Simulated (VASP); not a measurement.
Write the native input for VASP 6.6.1 that does the following.

```
Task                   : single point
Functional             : PBE
Potentials or basis    : VASP PAW PBE potentials, release 64 (Hf_pv, Si)
Cutoff                 : 520 eV
k mesh                 : 4 × 4 × 4
Occupations            : gaussian, width 0.1 eV
Spin                   : no spin polarisation
Dipole correction      : no
Further INCAR settings : ALGO = Normal; EDIFF = 1e-07; NBANDS = 19
```

The structure of HfSi3 lies in POSCAR:

```
HfSi3
1.0
    5.1022107172      0.0000000000      0.0000000000
    0.0000000000      5.1022107172      0.0000000000
    0.0000000000      0.0000000000      5.1013996108
Hf Si
1 3
Direct
    0.5000000000      0.5000000000      0.5000000000
    0.0000000000      0.5000000000      0.5000000000
    0.5000000000      0.0000000000      0.5000000000
    0.5000000000      0.5000000000      0.0000000000
```

These files were run (other wordings do the same):

INCAR

```
ALGO = Normal
EDIFF = 1E-7
ENCUT = 520
GGA = PE
ISIF = 2
ISMEAR = 0
LASPH = T
LCHARG = F
LREAL = F
LWAVE = F
NBANDS = 19
NELM = 100
PREC = Accurate
SIGMA = 0.1
```

KPOINTS

```
k-points
0
Gamma
  4 4 4
```

Potentials or basis: VASP PAW PBE potentials, release 64 (Hf_pv, Si).

Run with:

```sh
$ cat potpaw_PBE.64/Hf_pv/POTCAR potpaw_PBE.64/Si/POTCAR > POTCAR
$ mpirun -np 1 vasp_std > vasp.out
```

It gave:

```yaml
Pressure: 0.2 GPa
Band_gap_on_the_k_mesh: zero (band 11 reaches 2.70 eV, above the bottom of band 12 at 0.17 eV)
```

Caveat: spin-orbit coupling is left out, which moves the levels of the heavy elements.

Run time: 24 s on 1 thread of Intel(R) Xeon(R) 6975P-C (Granite Rapids), on a shared host, peak memory 0.25 GiB.
